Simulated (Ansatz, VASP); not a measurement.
**Y in VASP and in Ansatz**

```
Y
1.0
     0.00000    2.55199    2.55199
     2.55199    0.00000    2.55199
     2.55199    2.55199    0.00000
Y
1
Direct
  0.00000 0.00000 0.00000
```

Alike in both runs: task relaxation of cell and atoms; functional PBE; dispersion D4; k mesh 9 × 9 × 9; occupations fermi-dirac, width 0.05 eV; no spin polarisation.

|  | VASP | Ansatz |
| --- | --- | --- |
| version | VASP 6.6.1 | Ansatz 0.2.0 |
| potentials or method | VASP PAW PBE potentials, release 64 (Y_sv) | Ansatz PAW |
| plane-wave cutoff (eV) | 600 | 420 |
| valence electrons in the cell | 11 | 11 |

Ansatz gave:

| Quantity | Value |
| --- | --- |
| gap on the k mesh at the Fermi level, each at its own relaxed structure (eV) | none |
| relaxed volume (Å³/atom) | 31.53 |
| relaxed cell length with the largest relative difference (Å) | 3.546 |

Problem. What did VASP give for the same quantities?

Solution. gap on the k mesh at the Fermi level, each at its own relaxed structure (eV): none; relaxed volume (Å³/atom): 31.44; relaxed cell length with the largest relative difference (Å): 3.543.

A gap of «none» marks a metal or a gap that the smearing closes.

Noted on Ansatz's run: the plane-wave basis is chosen anew once the cell has moved, so the energies of steps on either side of that aren't comparable.
